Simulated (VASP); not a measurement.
# Sn4Bi2O (P6/mmm) in VASP: single point with PBE

Aim: the single point of Sn4Bi2O with PBE.

Everything below comes from runs of VASP 6.6.1. Logs are shortened: lines on timing, memory, paths and dates and some standing lists are left out, and cuts for length are marked.

### Step 1. The cell of the first run

Symmetry: P6/mmm, No. 191, hexagonal system. Conventional cell: a = 5.153 Å, b = 5.153 Å, c = 9.381 Å, α = 90.00°, β = 90.00°, γ = 120.00°. Within 3.9 Å of Sn (site symmetry 3m) lie 4 Sn at 2.97 to 3.07 Å and 1 Bi at 3.15 Å. Within 3.9 Å of Bi (site symmetry -6m2) lie 3 O at 2.97 Å and 3 Bi at 2.97 Å and 2 Sn at 3.15 Å. O (site symmetry 6/mmm) has 6 Bi at 2.97 Å within 3.9 Å.

The cell was generated, and may not be a known phase.

### Step 2. Single point, PBE

Contents of INCAR:

```
SYSTEM = Sn4Bi2O
  ALGO = Normal
  EDIFF = 1E-7
  ENCUT = 520
  GGA = PE
  ISIF = 2
  ISMEAR = 0
  LASPH = .True.
  LCHARG = .False.
  LREAL = .False.
  LWAVE = .False.
  NBANDS = 55
  NELM = 80
  PREC = Accurate
  SIGMA = 0.1
```

Contents of KPOINTS:

```
k-points
0
Gamma
  12 12 4
  0 0 0
```

Contents of POSCAR:

```
Sn4Bi2O
1.0
    5.1527823175      0.0000000000      0.0000000000
   -2.5763911587      4.4624403871      0.0000000000
    0.0000000000      0.0000000000      9.3805147218
Sn Bi O
4 2 1
Direct
    0.3333333333      0.6666666667      0.8361960864
    0.3333333333      0.6666666667      0.1638039136
    0.6666666667      0.3333333333      0.1638039136
    0.6666666667      0.3333333333      0.8361960864
    0.3333333333      0.6666666667      0.5000000000
    0.6666666667      0.3333333333      0.5000000000
    0.0000000000      0.0000000000      0.5000000000
```

Potentials or basis: VASP PAW PBE potentials, release 64 (Sn_d, Bi_d, O).

On the command line:

```console
$ cat potpaw_PBE.64/Sn_d/POTCAR potpaw_PBE.64/Bi_d/POTCAR potpaw_PBE.64/O/POTCAR > POTCAR
$ mpirun -np 1 vasp_std > vasp.out
```

OUTCAR:

```text
SYSTEM = Sn4Bi2O
   EDIFF = 1E-7
   ENCUT = 520
   GGA = PE
   ISIF = 2
   ISMEAR = 0
   LASPH = .True.
   LREAL = .False.
   NELM = 80
   PREC = Accurate

 ion  position               nearest neighbor table
   1  0.333  0.667  0.836-   4 2.97   4 2.97   4 2.97   2 3.07   5 3.15
   2  0.333  0.667  0.164-   3 2.97   3 2.97   3 2.97   1 3.07   5 3.15
   3  0.667  0.333  0.164-   2 2.97   2 2.97   2 2.97   4 3.07   6 3.15
   4  0.667  0.333  0.836-   1 2.97   1 2.97   1 2.97   3 3.07   6 3.15
   5  0.333  0.667  0.500-   6 2.97   6 2.97   6 2.97   1 3.15   2 3.15
   6  0.667  0.333  0.500-   5 2.97   5 2.97   5 2.97   3 3.15   4 3.15
   7  0.000  0.000  0.500-

  LATTYP: Found a hexagonal cell.
 ALAT       =     5.1527823175
 C/A-ratio  =     1.8204756467

  Lattice vectors:

 A1 = (   5.1527823175,   0.0000000000,   0.0000000000)
 A2 = (  -2.5763911587,   4.4624403871,   0.0000000000)
 A3 = (   0.0000000000,   0.0000000000,   9.3805147218)

Analysis of symmetry for initial positions (statically):
=====================================================================
 Subroutine PRICEL returns:
 Original cell was already a primitive cell.

 Routine SETGRP: Setting up the symmetry group for a
 hexagonal supercell.

 Subroutine GETGRP returns: Found 24 space group operations
 (whereof 24 operations were pure point group operations)
 out of a pool of 24 trial point group operations.

The static configuration has the point symmetry D_6h.

Analysis of symmetry for dynamics (positions and initial velocities):
=====================================================================
 Subroutine PRICEL returns:
 Original cell was already a primitive cell.

 Routine SETGRP: Setting up the symmetry group for a
 hexagonal supercell.

 Subroutine GETGRP returns: Found 24 space group operations
 (whereof 24 operations were pure point group operations)
 out of a pool of 24 trial point group operations.

The dynamic configuration has the point symmetry D_6h.

 Subroutine INISYM returns: Found 24 space group operations
 (whereof 24 operations are pure point group operations),
 and found     1 'primitive' translations

----------------------------------------------------------------------------------------

                                     Primitive cell

  volume of cell :     215.6954

  direct lattice vectors                    reciprocal lattice vectors
     5.152782317  0.000000000  0.000000000     0.194069910  0.112046315  0.000000000
    -2.576391159  4.462440387  0.000000000     0.000000000  0.224092629  0.000000000
     0.000000000  0.000000000  9.380514722     0.000000000  0.000000000  0.106603958

  length of vectors
     5.152782317  5.152782317  9.380514722     0.224092629  0.224092629  0.106603958

  position of ions in fractional coordinates (direct lattice)
     0.333333333  0.666666667  0.836196086
     0.333333333  0.666666667  0.163803914
     0.666666667  0.333333333  0.163803914
     0.666666667  0.333333333  0.836196086
     0.333333333  0.666666667  0.500000000
     0.666666667  0.333333333  0.500000000
     0.000000000  0.000000000  0.500000000

  ion indices of the primitive-cell ions
   primitive index   ion index
                 1           1
                 2           2
                 3           3
                 4           4
                 5           5
                 6           6
                 7           7

----------------------------------------------------------------------------------------

 KPOINTS: k-points

Automatic generation of k-mesh.
 Grid dimensions read from file:
 generate k-points for:   12   12    4

 Generating k-lattice:

  Cartesian coordinates                     Fractional coordinates (reciprocal lattice)
     0.016172492  0.009337193  0.000000000     0.083333333  0.000000000  0.000000000
     0.000000000  0.018674386  0.000000000     0.000000000  0.083333333  0.000000000
     0.000000000  0.000000000  0.026650990     0.000000000  0.000000000  0.250000000

  Length of vectors
     0.018674386  0.018674386  0.026650990

  Shift w.r.t. Gamma in fractional coordinates (k-lattice)
     0.000000000  0.000000000  0.000000000

 Subroutine IBZKPT returns following result:
 ===========================================

 Found     57 irreducible k-points:

 Following reciprocal coordinates:
            Coordinates               Weight
  0.000000  0.000000  0.000000      1.000000
  0.083333  0.000000  0.000000      6.000000
  0.166667  0.000000  0.000000      6.000000
  0.250000  0.000000  0.000000      6.000000
  0.333333  0.000000  0.000000      6.000000
  0.416667  0.000000  0.000000      6.000000
[... 16 lines left out ...]
  0.250000  0.000000  0.250000     12.000000
  0.333333  0.000000  0.250000     12.000000
 [... further k-points ...]
   k-points           NKPTS =     57   k-points in BZ     NKDIM =     57   number of bands    NBANDS=     55
   number of dos      NEDOS =    301   number of ions     NIONS =      7
   total plane-waves  NPLWV = 112000
   dimension x,y,z NGX =    40 NGY =   40 NGZ =   70
   dimension x,y,z NGXF=    80 NGYF=   80 NGZF=  140
   ions per type =               4   2   1
   NGX,Y,Z   is equivalent  to a cutoff of  12.91, 12.91, 12.41 a.u.
   NGXF,Y,Z  is equivalent  to a cutoff of  25.81, 25.81, 24.81 a.u.
 SYSTEM =  Sn4Bi2O
   PREC   = accura    normal or accurate (medium, high low for compatibility)
   ISTART =      0    job   : 0-new  1-cont  2-samecut
   ICHARG =      2    charge: 1-file 2-atom 10-const
   ISPIN  =      1    spin polarized calculation?
   LNONCOLLINEAR =      F non collinear calculations
   LSORBIT =      F    spin-orbit coupling
   LASPH  =      T    aspherical Exc in radial PAW
   ENCUT  =  520.0 eV  38.22 Ry    6.18 a.u.   9.58  9.58 17.44*2*pi/ulx,y,z
   NELM   =     80;   NELMIN=  2; NELMDL= -5     # of ELM steps
   EDIFF  = 0.1E-06   stopping-criterion for ELM
   LREAL  =      F    real-space projection
   EDIFFG = 0.1E-05   stopping-criterion for IOM
   NSW    =      0    number of steps for IOM
   IBRION =     -1    ionic relax: 0-MD 1-quasi-New 2-CG
   NFREE  =      0    steps in history (QN), initial steepest desc. (CG)
   ISIF   =      2    stress and relaxation
   ISYM   =      2    0-nonsym 1-usesym 2-fastsym
   POTIM  = 0.5000    time-step for ionic-motion
   TEBEG  =    0.0;   TEEND  =   0.0 temperature during run
   PSTRESS=    0.0 pullay stress
   NELECT =      92.0000    total number of electrons
   NUPDOWN=      -1.0000    fix difference up-down
   EMIN   =  10.00;   EMAX   =-10.00  energy-range for DOS
   EFERMI =   0.00;   METHOD = LEGACY
   ISMEAR =     0;   SIGMA  =   0.10  broadening in eV -4-tet -1-fermi 0-gaus
   EFERMI_NEDOS =   21; number of points for ismear=-14 and -15
   IALGO  =     38    algorithm
   IMIX   =      4    mixing-type and parameters
     AMIX     =   0.40;   BMIX     =  1.00
     AMIX_MAG =   1.60;   BMIX_MAG =  1.00
  volume/ion in A,a.u.               =      30.81       207.94
  Fermi-wavevector in a.u.,A,eV,Ry     =   1.232321  2.328749 20.662008  1.518615
  Thomas-Fermi vector in A             =   2.367096
   LORBIT       =      0    0 simple, 1 ext, 2 COOP (PROOUT), +10 PAW based schemes
   GGA     = PE    functional components
   LHFCALC =     F    Hartree Fock is set to
   AEXX    =    0.0000 exact exchange contribution
   IVDW    =     0    specifies the selected vdW correction
   LEPSILON=     F    determine dielectric tensor
   LRPA    =     F    only Hartree local field effects (RPA)
 non-spin polarized calculation
 Gauss-broadening in eV      SIGMA  =   0.10
  energy-cutoff  :      520.00
  volume of cell :      215.70
 maximum number of plane-waves:      5866
 NGX is ok and might be reduce to    40
   NGX = 19   NGY = 19   NGZ = 35

 number of electron      92.0000016 magnetization

 Free energy of the ion-electron system (eV)
  ---------------------------------------------------
  ext. energy  EPLUGINS =         0.00000000
  ---------------------------------------------------
  free energy    TOTEN  =       -26.68474114 eV

  energy without entropy =      -26.66076356  energy(sigma->0) =      -26.67275235

 E-fermi :   5.2670     XC(G=0):  -9.1868

 val. band max:        5.2644121874   @ k =   0.0000   0.0000   0.5000
 cond. band min:       5.2721077289   @ k =   0.3333   0.0000   0.2500
 fundamental gap:      0.0076955415
 Fermi energy:         5.2669704470

 k-point     1 :       0.0000    0.0000    0.0000
  band No.  band energies     occupation
      1     -17.6408      2.00000
      2     -17.6196      2.00000
      3     -17.6196      2.00000
      4     -17.5497      2.00000
      5     -17.5497      2.00000
      6     -17.4156      2.00000
[... 47 lines left out ...]
     54       8.4809      0.00000
     55       9.8271      0.00000

 k-point     2 :       0.0833    0.0000    0.0000
  band No.  band energies     occupation
      1     -17.6425      2.00000
      2     -17.6295      2.00000
      3     -17.6260      2.00000
      4     -17.5505      2.00000
      5     -17.5479      2.00000
      6     -17.4085      2.00000
[... 47 lines left out ...]
     54       8.6548      0.00000
     55       9.6321      0.00000

 k-point     3 :       0.1667    0.0000    0.0000
  band No.  band energies     occupation
      1     -17.6570      2.00000
      2     -17.6527      2.00000
      3     -17.6306      2.00000
      4     -17.5528      2.00000
      5     -17.5426      2.00000
      6     -17.4096      2.00000
[... 1152 lines left out ...]
 k-point    23 :       0.2500    0.0000    0.2500
  band No.  band energies     occupation
      1     -17.6809      2.00000
      2     -17.6787      2.00000
      3     -17.6281      2.00000
      4     -17.5557      2.00000
      5     -17.5346      2.00000
      6     -17.4183      2.00000
[... 47 lines left out ...]
     54       9.4215      0.00000
     55       9.4332      0.00000

 k-point    24 :       0.3333    0.0000    0.2500
  band No.  band energies     occupation
      1     -17.7028      2.00000
      2     -17.7007      2.00000
      3     -17.6247      2.00000
      4     -17.5585      2.00000
      5     -17.5252      2.00000
      6     -17.4283      2.00000
[... 47 lines left out ...]
     54       9.6962      0.00000
     55       9.9073      0.00000

 [... further k-points ...]

------------------------ aborting loop because EDIFF is reached ----------------------------------------

  FORCE on cell =-STRESS in cart. coord.  units (eV):
  Direction    XX          YY          ZZ          XY          YZ          ZX
  --------------------------------------------------------------------------------------
  -------------------------------------------------------------------------------------
  Total       -0.0754331     -0.0754331     -0.1254211     -0.0000000     -0.0000000      0.0000000
  in kB       -0.5603139     -0.5603139     -0.9316234     -0.0000000     -0.0000000      0.0000000
  external PRESSURE =      -0.6840837 kB  Pullay stress =       0.0000000 kB

 VOLUME and BASIS-vectors are now :
 -----------------------------------------------------------------------------
  energy-cutoff  :      520.00
  volume of cell :      215.70
      direct lattice vectors                 reciprocal lattice vectors
     5.152782317  0.000000000  0.000000000     0.194069910  0.112046315  0.000000000
    -2.576391159  4.462440387  0.000000000     0.000000000  0.224092629  0.000000000
     0.000000000  0.000000000  9.380514722     0.000000000  0.000000000  0.106603958

 POSITION                                       TOTAL-FORCE (eV/Angst)
 -----------------------------------------------------------------------------------
     -0.00000      2.97496      7.84395        -0.000000      0.000000      0.002202
     -0.00000      2.97496      1.53657         0.000000      0.000000     -0.002202
      2.57639      1.48748      1.53657        -0.000000      0.000000     -0.002202
      2.57639      1.48748      7.84395        -0.000000      0.000000      0.002202
     -0.00000      2.97496      4.69026        -0.000000     -0.000000      0.000000
      2.57639      1.48748      4.69026         0.000000      0.000000     -0.000000
      0.00000      0.00000      4.69026         0.000000      0.000000      0.000000
 -----------------------------------------------------------------------------------
    total drift:                                0.000000     -0.000000      0.000000

  FREE ENERGIE OF THE ION-ELECTRON SYSTEM (eV)
  ---------------------------------------------------
  free  energy   TOTEN  =       -26.6847411430 eV

  energy  without entropy=      -26.6607635563  energy(sigma->0) =      -26.67275235
```

Run time: 38 min. Hardware: 1 thread of AMD EPYC 7R13, shared host; peak memory 0.67 GiB.

Results:

| Property | Result |
| --- | --- |
| Free energy | -26.6847 eV |
| Pressure | -0.1 GPa |
| Band gap on the k mesh | zero (bands 46 and 47 overlap by 2.44 eV) |

Forces in eV/Å, atoms in the order of the input:
```
Sn   0.000  0.000  0.002
Sn   0.000  0.000 -0.002
Sn   0.000  0.000 -0.002
Sn   0.000  0.000  0.002
Bi   0.000  0.000  0.000
Bi   0.000  0.000  0.000
O    0.000  0.000  0.000
```

Levels at points of the mesh, in eV from the Fermi level:
```
           k point  band 42  band 43  band 44  band 45  band 46  band 47  band 48  band 49  band 50  band 51
(0.00, 0.00, 0.00)    -2.16    -2.12    -1.11    -1.11    -0.42    -0.42    -0.32     1.97     1.97     2.22
(0.50, 0.00, 0.00)    -1.23    -1.06    -1.03    -0.83    -0.38     0.03     0.33     0.37     1.47     3.60
(0.00, 0.00, 0.50)    -1.97    -1.54    -1.54    -0.67    -0.30     0.00     0.00     1.57     1.91     1.97
(0.50, 0.00, 0.50)    -1.10    -1.03    -1.00    -0.72    -0.25     0.43     1.53     2.38     3.00     3.72
```

Caveat: spin-orbit coupling is left out, which moves the levels of the heavy elements.
